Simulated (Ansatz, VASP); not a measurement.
## Two plane-wave programs on Se

Contents of INCAR:

```
SYSTEM = Se
PREC = Accurate
ENCUT = 520
EDIFF = 1E-6
ISMEAR = -1
SIGMA = 0.1
LREAL = .FALSE.
LASPH = .TRUE.
NELM = 100
ALGO = Normal
ISIF = 2
LWAVE = .FALSE.
LCHARG = .TRUE.
GGA = PE
LELF = .TRUE.
LVHAR = .TRUE.
NBANDS = 9
```

File KPOINTS:

```
Automatic mesh
0
G
  18 18 18
  0 0 0
```

Contents of POSCAR:

```
Se
1.0
    2.9396979244      0.0000000000      0.0000000000
    0.0000000000      2.9396979244      0.0000000000
    0.0000000000      0.0000000000      2.9396979244
Se
1
Direct
    0.0000000000      0.0000000000      0.0000000000
```

Input for Ansatz:

```yaml
crystal:
  lattice:
    - [2.9396979244, 0.0, 0.0]
    - [0.0, 2.9396979244, 0.0]
    - [0.0, 0.0, 2.9396979244]
  atoms:
    - { symbol: Se, position: [0.0, 0.0, 0.0] }
hamiltonian:
  xc: pbe
  pseudopotentials:
    kind: paw
    azcp:
      Se: "pseudopotentials/Se.paw.azcp"
basis:
  ecutwfc: 420
  fft_grid_basis: typed
kpoints:
  mp_grid: { grid: [18, 18, 18], shift: [0, 0, 0] }
magnetization:
  spin_polarized: false
scf:
  occupations: { method: fermi_dirac, width: 0.1 }
output:
  stress: true
```

Alike in both runs: task single point; functional PBE; k mesh 18 × 18 × 18; occupations fermi-dirac, width 0.1 eV; no spin polarisation.

|  | VASP | Ansatz |
| --- | --- | --- |
| version | VASP 6.6.1 | Ansatz 0.2.0 |
| potentials or method | VASP PAW PBE potentials, release 64 (Se), cutoff 520 eV | plane waves (420 eV) with PAW, scalar-relativistic |
| valence electrons in the cell | 6 | 16 |

```tsv
	VASP	Ansatz	Ansatz less VASP
pressure (GPa)	-6.0	-6.0	0.00
```

The functional is the same, so the differences come from potentials, cutoffs and numerics. VASP's potentials hold 6 valence electrons a cell and Ansatz's 16, so a difference there can come from the potentials and not from the codes.
